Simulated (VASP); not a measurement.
# LiF (Fm-3m) in VASP: notebook

Runs on LiF. Level: PBE. Tasks: single point.

Everything below comes from runs of VASP 6.6.1. Logs are shortened: lines on timing, memory, paths and dates and some standing lists are left out, and cuts for length are marked.

## Step 1: The cell of the first run

The structure is cubic, space group Fm-3m (No. 225). Conventional cell: a = 4.028 Å, b = 4.028 Å, c = 4.028 Å, α = 90.00°, β = 90.00°, γ = 90.00°. Li (site symmetry m-3m) has 6 F at 2.01 Å within 2.7 Å. F (site symmetry m-3m) has 6 Li at 2.01 Å within 2.7 Å.

## Step 2: Single point, PBE

INCAR

```
SYSTEM = LiF
ALGO = Normal ; EDIFF = 1E-7
ENCUT = 520 ; GGA = PE
ISIF = 2 ; ISMEAR = -1
LASPH = .True. ; LCHARG = .False.
LREAL = .False. ; LWAVE = .False.
NBANDS = 12 ; NELM = 100
PREC = Accurate ; SIGMA = 0.03
```

KPOINTS

```
k-points
0
Gamma
  10 10 10
  0 0 0
```

POSCAR

```
LiF
1.0
    0.0000000000      2.0140000000      2.0140000000
    2.0140000000      0.0000000000      2.0140000000
    2.0140000000      2.0140000000      0.0000000000
Li F
1 1
Direct
    0.0000000000      0.0000000000      0.0000000000
    0.5000000000      0.5000000000      0.5000000000
```

Potentials or basis: VASP PAW PBE potentials, release 64 (Li_sv, F).

Run with:

```sh
cat potpaw_PBE.64/Li_sv/POTCAR potpaw_PBE.64/F/POTCAR > POTCAR
mpirun -np 1 vasp_std > vasp.out
```

OUTCAR:

```text
SYSTEM = LiF
   EDIFF = 1E-7
   ENCUT = 520
   GGA = PE
   ISIF = 2
   ISMEAR = -1
   LASPH = .True.
   LREAL = .False.
   NELM = 100
   PREC = Accurate

 ion  position               nearest neighbor table
   1  0.000  0.000  0.000-   2 2.01   2 2.01   2 2.01   2 2.01   2 2.01   2 2.01
   2  0.500  0.500  0.500-   1 2.01   1 2.01   1 2.01   1 2.01   1 2.01   1 2.01

  LATTYP: Found a face centered cubic cell.
 ALAT       =     4.0280000000

  Lattice vectors:

 A1 = (   0.0000000000,   2.0140000000,   2.0140000000)
 A2 = (   2.0140000000,   0.0000000000,   2.0140000000)
 A3 = (   2.0140000000,   2.0140000000,   0.0000000000)

Analysis of symmetry for initial positions (statically):
=====================================================================
 Subroutine PRICEL returns:
 Original cell was already a primitive cell.

 Routine SETGRP: Setting up the symmetry group for a
 face centered cubic supercell.

 Subroutine GETGRP returns: Found 48 space group operations
 (whereof 48 operations were pure point group operations)
 out of a pool of 48 trial point group operations.

The static configuration has the point symmetry O_h .

Analysis of symmetry for dynamics (positions and initial velocities):
=====================================================================
 Subroutine PRICEL returns:
 Original cell was already a primitive cell.

 Routine SETGRP: Setting up the symmetry group for a
 face centered cubic supercell.

 Subroutine GETGRP returns: Found 48 space group operations
 (whereof 48 operations were pure point group operations)
 out of a pool of 48 trial point group operations.

The dynamic configuration has the point symmetry O_h .

 Subroutine INISYM returns: Found 48 space group operations
 (whereof 48 operations are pure point group operations),
 and found     1 'primitive' translations

----------------------------------------------------------------------------------------

                                     Primitive cell

  volume of cell :      16.3384

  direct lattice vectors                    reciprocal lattice vectors
     0.000000000  2.014000000  2.014000000    -0.248262165  0.248262165  0.248262165
     2.014000000  0.000000000  2.014000000     0.248262165 -0.248262165  0.248262165
     2.014000000  2.014000000  0.000000000     0.248262165  0.248262165 -0.248262165

  length of vectors
     2.848226115  2.848226115  2.848226115     0.430002683  0.430002683  0.430002683

  position of ions in fractional coordinates (direct lattice)
[... 83 lines left out ...]
   IBRION =     -1    ionic relax: 0-MD 1-quasi-New 2-CG
   NFREE  =      0    steps in history (QN), initial steepest desc. (CG)
   ISIF   =      2    stress and relaxation
   ISYM   =      2    0-nonsym 1-usesym 2-fastsym
   POTIM  = 0.5000    time-step for ionic-motion
   TEBEG  =    0.0;   TEEND  =   0.0 temperature during run
   PSTRESS=    0.0 pullay stress
   NELECT =      10.0000    total number of electrons
   NUPDOWN=      -1.0000    fix difference up-down
   EMIN   =  10.00;   EMAX   =-10.00  energy-range for DOS
   EFERMI =   0.00;   METHOD = LEGACY
   ISMEAR =    -1;   SIGMA  =   0.03  broadening in eV -4-tet -1-fermi 0-gaus
   EFERMI_NEDOS =   21; number of points for ismear=-14 and -15
   IALGO  =     38    algorithm
   IMIX   =      4    mixing-type and parameters
     AMIX     =   0.40;   BMIX     =  1.00
     AMIX_MAG =   1.60;   BMIX_MAG =  1.00
  volume/ion in A,a.u.               =       8.17        55.13
  Fermi-wavevector in a.u.,A,eV,Ry     =   1.389970  2.626662 26.286674  1.932016
  Thomas-Fermi vector in A             =   2.513950
   LORBIT       =      0    0 simple, 1 ext, 2 COOP (PROOUT), +10 PAW based schemes
   GGA     = PE    functional components
   LHFCALC =     F    Hartree Fock is set to
   AEXX    =    0.0000 exact exchange contribution
   IVDW    =     0    specifies the selected vdW correction
   LEPSILON=     F    determine dielectric tensor
   LRPA    =     F    only Hartree local field effects (RPA)
 non-spin polarized calculation
  energy-cutoff  :      520.00
  volume of cell :       16.34
 maximum number of plane-waves:       459
 NGX is ok and might be reduce to    24
   NGX = 11   NGY = 11   NGZ = 11

 number of electron      10.0000000 magnetization

 number of electron       9.9999992 magnetization

 Free energy of the ion-electron system (eV)
  ---------------------------------------------------
  ext. energy  EPLUGINS =         0.00000000
  ---------------------------------------------------
  free energy    TOTEN  =        -9.63754861 eV

  energy without entropy =       -9.63754861  energy(sigma->0) =       -9.63754861

 E-fermi :  -0.3219     XC(G=0):  -9.9825

 val. band max:       -1.0187491895   @ k =   0.0000   0.0000   0.0000
 cond. band min:       8.0685195434   @ k =   0.0000   0.0000   0.0000
 fundamental gap:      9.0872687329
 Fermi energy:        -0.3219260721

 k-point     1 :       0.0000    0.0000    0.0000
  band No.  band energies     occupation
      1     -41.9388      2.00000
      2     -20.9937      2.00000
      3      -1.0188      2.00000
      4      -1.0187      2.00000
      5      -1.0187      2.00000
      6       8.0685      0.00000
      7      22.9474      0.00000
      8      22.9474      0.00000
      9      22.9474      0.00000
     10      23.3054      0.00000
     11      23.3054      0.00000
     12      23.3054      0.00000
[... 331 lines left out ...]
 k-point    24 :       0.4000    0.3000    0.0000
  band No.  band energies     occupation
      1     -41.8786      2.00000
      2     -20.4653      2.00000
      3      -3.3353      2.00000
      4      -1.8907      2.00000
      5      -1.7790      2.00000
      6      12.0625      0.00000
      7      15.7707      0.00000
      8      17.5195      0.00000
      9      19.1436      0.00000
     10      20.2087      0.00000
     11      32.9006      0.00000
     12      33.8931      0.00000

 [... further k-points ...]
[... 5 lines left out ...]
  --------------------------------------------------------------------------------------
  -------------------------------------------------------------------------------------
  Total        0.1705314      0.1705314      0.1705314      0.0000000      0.0000000      0.0000000
  in kB       16.7227036     16.7227036     16.7227036      0.0000000      0.0000000      0.0000000
  external PRESSURE =      16.7227036 kB  Pullay stress =       0.0000000 kB

 VOLUME and BASIS-vectors are now :
 -----------------------------------------------------------------------------
  energy-cutoff  :      520.00
  volume of cell :       16.34
      direct lattice vectors                 reciprocal lattice vectors
     0.000000000  2.014000000  2.014000000    -0.248262165  0.248262165  0.248262165
     2.014000000  0.000000000  2.014000000     0.248262165 -0.248262165  0.248262165
     2.014000000  2.014000000  0.000000000     0.248262165  0.248262165 -0.248262165

 POSITION                                       TOTAL-FORCE (eV/Angst)
 -----------------------------------------------------------------------------------
      0.00000      0.00000      0.00000        -0.000000     -0.000000      0.000000
      2.01400      2.01400      2.01400         0.000000      0.000000     -0.000000
 -----------------------------------------------------------------------------------
    total drift:                               -0.000000     -0.000000      0.000000

  FREE ENERGIE OF THE ION-ELECTRON SYSTEM (eV)
  ---------------------------------------------------
  free  energy   TOTEN  =        -9.6375486057 eV

  energy  without entropy=       -9.6375486057  energy(sigma->0) =       -9.63754861
```

OSZICAR:

```text
N       E                     dE             d eps       ncg     rms          rms(c)
DAV:   1     0.318734914567E+02    0.31873E+02   -0.55041E+03  1152   0.839E+02
DAV:   2    -0.896809085137E+01   -0.40842E+02   -0.40119E+02  1352   0.190E+02
DAV:   3    -0.101343713291E+02   -0.11663E+01   -0.11616E+01  1512   0.282E+01
DAV:   4    -0.101480495003E+02   -0.13678E-01   -0.13677E-01  1272   0.328E+00
DAV:   5    -0.101482083618E+02   -0.15886E-03   -0.15886E-03  1468   0.275E-01    0.454E+00
DAV:   6    -0.962629912979E+01    0.52191E+00   -0.24954E+00  1232   0.980E+00    0.139E+00
DAV:   7    -0.963063802503E+01   -0.43389E-02   -0.18303E-02  1528   0.119E+00    0.860E-01
DAV:   8    -0.963744139883E+01   -0.68034E-02   -0.15066E-02  1376   0.127E+00    0.110E-01
DAV:   9    -0.963746442762E+01   -0.23029E-04   -0.90532E-04  1308   0.271E-01    0.429E-02
DAV:  10    -0.963754536895E+01   -0.80941E-04   -0.13426E-04  1288   0.902E-02    0.148E-02
DAV:  11    -0.963754787742E+01   -0.25085E-05   -0.58490E-06  1420   0.228E-02    0.191E-03
DAV:  12    -0.963754857487E+01   -0.69745E-06   -0.49504E-07  1328   0.605E-03    0.932E-04
DAV:  13    -0.963754860566E+01   -0.30795E-07   -0.51320E-08   936   0.207E-03
   1 F= -.96375486E+01 E0= -.96375486E+01  d E =-.353198E-11
```

stdout:

```text
POSCAR found type information on POSCAR LiF
 POSCAR found :  2 types and       2 ions
 scaLAPACK will be used
 LDA part: xc-table for (Slater+PW92), standard interpolation
 POSCAR, INCAR and KPOINTS ok, starting setup
 FFT: planning ... GRIDC
 FFT: planning ... GRID_SOFT
 FFT: planning ... GRID
 WAVECAR not read
 entering main loop
```

Wall time 8.4 s (1 thread of Intel Xeon Platinum 8259CL at 2.50GHz (Skylake/Cascade Lake), shared host); peak memory 0.13 GiB.

What came out:

- Free energy: -9.6375 eV
- Band gap on the k mesh: 9.09 eV, direct

Caveat: the cutoff is under 1.25 times the usual one of these potentials, so pressure, stress and relaxed cells hold a basis-set (Pulay) error. A k mesh can miss the band edges.

## Step 3: Single point, PBE (volume scaled by 0.9405)

INCAR

```
ALGO     = Normal         # electronic algorithm
EDIFF    = 1E-6           # SCF threshold, eV
ENCUT    = 520            # plane-wave cutoff, eV
GGA      = PE             # functional
ISIF     = 2              # what is computed and relaxed
ISMEAR   = -1             # smearing method
LASPH    = True           # aspherical terms in the spheres
LCHARG   = False          # write CHGCAR
LREAL    = False          # projectors in reciprocal space
LWAVE    = False          # write WAVECAR
NBANDS   = 12             # bands
NELM     = 80             # most SCF steps
PREC     = Accurate       # precision mode
SIGMA    = 0.03           # smearing width, eV
```

KPOINTS

```
k-points
0
Gamma
  10 10 10
```

POSCAR

```
LiF
1.0
    0.0000000000      1.9732361635      1.9732361635
    1.9732361635      0.0000000000      1.9732361635
    1.9732361635      1.9732361635      0.0000000000
Li F
1 1
Direct
    0.0000000000      0.0000000000      0.0000000000
    0.5000000000      0.5000000000      0.5000000000
```

Potentials or basis: VASP PAW PBE potentials, release 64 (Li_sv, F).

Run with:

```sh
cat potpaw_PBE.64/Li_sv/POTCAR potpaw_PBE.64/F/POTCAR > POTCAR
mpirun -np 1 vasp_std > vasp.out
```

OUTCAR:

```text
EDIFF = 1E-6
   ENCUT = 520
   GGA = PE
   ISIF = 2
   ISMEAR = -1
   LASPH = True
   LREAL = False
   NELM = 80
   PREC = Accurate

 ion  position               nearest neighbor table
   1  0.000  0.000  0.000-   2 1.97   2 1.97   2 1.97   2 1.97   2 1.97   2 1.97
   2  0.500  0.500  0.500-   1 1.97   1 1.97   1 1.97   1 1.97   1 1.97   1 1.97

  LATTYP: Found a face centered cubic cell.
 ALAT       =     3.9464723270

  Lattice vectors:

 A1 = (   0.0000000000,   1.9732361635,   1.9732361635)
 A2 = (   1.9732361635,   0.0000000000,   1.9732361635)
 A3 = (   1.9732361635,   1.9732361635,   0.0000000000)

Analysis of symmetry for initial positions (statically):
=====================================================================
 Subroutine PRICEL returns:
 Original cell was already a primitive cell.

 Routine SETGRP: Setting up the symmetry group for a
 face centered cubic supercell.

 Subroutine GETGRP returns: Found 48 space group operations
 (whereof 48 operations were pure point group operations)
 out of a pool of 48 trial point group operations.

The static configuration has the point symmetry O_h .

Analysis of symmetry for dynamics (positions and initial velocities):
[... 166 lines left out ...]
 k-point     1 :       0.0000    0.0000    0.0000
  band No.  band energies     occupation
      1     -41.4257      2.00000
      2     -20.7810      2.00000
      3      -0.6316      2.00000
      4      -0.6316      2.00000
      5      -0.6316      2.00000
      6       9.0252      0.00000
      7      24.1569      0.00000
      8      24.1569      0.00000
      9      24.1570      0.00000
     10      24.3023      0.00000
     11      24.3023      0.00000
     12      24.3023      0.00000
[... 331 lines left out ...]
 k-point    24 :       0.4000    0.3000    0.0000
  band No.  band energies     occupation
      1     -41.3479      2.00000
      2     -20.1869      2.00000
      3      -3.1432      2.00000
      4      -1.5867      2.00000
      5      -1.4648      2.00000
      6      13.0378      0.00000
      7      16.5393      0.00000
      8      18.5738      0.00000
      9      20.2208      0.00000
     10      21.2942      0.00000
     11      34.7199      0.00000
     12      35.3866      0.00000

 [... further k-points ...]
[... 5 lines left out ...]
  --------------------------------------------------------------------------------------
  -------------------------------------------------------------------------------------
  Total        0.6645899      0.6645899      0.6645899      0.0000000      0.0000000     -0.0000000
  in kB       69.2942341     69.2942341     69.2942341      0.0000000      0.0000000     -0.0000000
  external PRESSURE =      69.2942341 kB  Pullay stress =       0.0000000 kB

 VOLUME and BASIS-vectors are now :
 -----------------------------------------------------------------------------
  energy-cutoff  :      520.00
  volume of cell :       15.37
      direct lattice vectors                 reciprocal lattice vectors
     0.000000000  1.973236163  1.973236163    -0.253390856  0.253390856  0.253390856
     1.973236163  0.000000000  1.973236163     0.253390856 -0.253390856  0.253390856
     1.973236163  1.973236163  0.000000000     0.253390856  0.253390856 -0.253390856

 POSITION                                       TOTAL-FORCE (eV/Angst)
 -----------------------------------------------------------------------------------
      0.00000      0.00000      0.00000        -0.000000      0.000000      0.000000
      1.97324      1.97324      1.97324         0.000000     -0.000000      0.000000
 -----------------------------------------------------------------------------------
    total drift:                               -0.000000     -0.000000      0.000000

  FREE ENERGIE OF THE ION-ELECTRON SYSTEM (eV)
  ---------------------------------------------------
  free  energy   TOTEN  =        -9.6090137044 eV

  energy  without entropy=       -9.6090137044  energy(sigma->0) =       -9.60901370
```

stdout:

```text
POSCAR found type information on POSCAR LiF
 POSCAR found :  2 types and       2 ions
 scaLAPACK will be used
 LDA part: xc-table for (Slater+PW92), standard interpolation
 POSCAR, INCAR and KPOINTS ok, starting setup
 FFT: planning ... GRIDC
 FFT: planning ... GRID_SOFT
 FFT: planning ... GRID
 WAVECAR not read
 entering main loop
```

It took 7.5 s on 1 thread of Intel Xeon Platinum 8259CL at 2.50GHz (Skylake/Cascade Lake), shared host; peak memory 0.13 GiB.

Results:

```
Free energy            : -9.6090 eV
Band gap on the k mesh : 9.66 eV, direct
```

Levels at points of the mesh, in eV from the valence-band top:
```
           k point  band 1  band 2  band 3  band 4  band 5  band 6  band 7  band 8  band 9  band 10
(0.00, 0.00, 0.00)  -40.79  -20.15    0.00    0.00    0.00    9.66   24.79   24.79   24.79    24.93
(0.50, 0.00, 0.00)  -40.72  -19.67   -2.71   -0.25   -0.25   11.10   17.49   19.39   19.39    31.50
(0.50, 0.50, 0.00)  -40.70  -19.35   -3.28   -1.09   -1.09   15.40   16.76   18.22   20.98    20.98
```

Caveat: the cutoff is under 1.25 times the usual one of these potentials, so pressure, stress and relaxed cells hold a basis-set (Pulay) error. A k mesh can miss the band edges.
